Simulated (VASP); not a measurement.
A run of VASP 6.6.1:

The input INCAR:

```
SYSTEM = TiSe2
PREC = Accurate
ENCUT = 500
EDIFF = 1E-7
ISMEAR = -1
SIGMA = 0.01
LREAL = .FALSE.
LASPH = .TRUE.
NELM = 120
ALGO = Normal
ISIF = 3
LWAVE = .FALSE.
LCHARG = .FALSE.
GGA = PE
IBRION = 2
NSW = 80
EDIFFG = -0.002
PSTRESS = 20.0
GGA_COMPAT = .FALSE.
NELMIN = 4
```

Contents of KPOINTS:

```
Automatic mesh
0
G
  16 16 8
  0 0 0
```

POSCAR

```
TiSe2
1.0
    3.5400000000      0.0000000000      0.0000000000
   -1.7700000000      3.0657299294      0.0000000000
    0.0000000000      0.0000000000      6.0080000000
Ti Se
1 2
Direct
    0.0000000000      0.0000000000      0.0000000000
    0.3333333333      0.6666666667      0.2550000000
    0.6666666667      0.3333333333     -0.2550000000
```

Potentials or basis: VASP PAW PBE potentials, release 64 (Ti_sv, Se).

The run is started by

```console
$ cat potpaw_PBE.64/Ti_sv/POTCAR potpaw_PBE.64/Se/POTCAR > POTCAR
$ mpirun -np 1 vasp_std > vasp.out
```

Hardware: 1 thread of Intel(R) Xeon(R) Platinum 8488C (Sapphire Rapids), on a shared host.

Q: How long does it take, and how much memory?

A: It took 26 min on 1 thread of Intel(R) Xeon(R) Platinum 8488C (Sapphire Rapids), with other jobs on the host, peak memory 0.37 GiB. Counts: scf iterations 116, k points 213, ion steps 16.
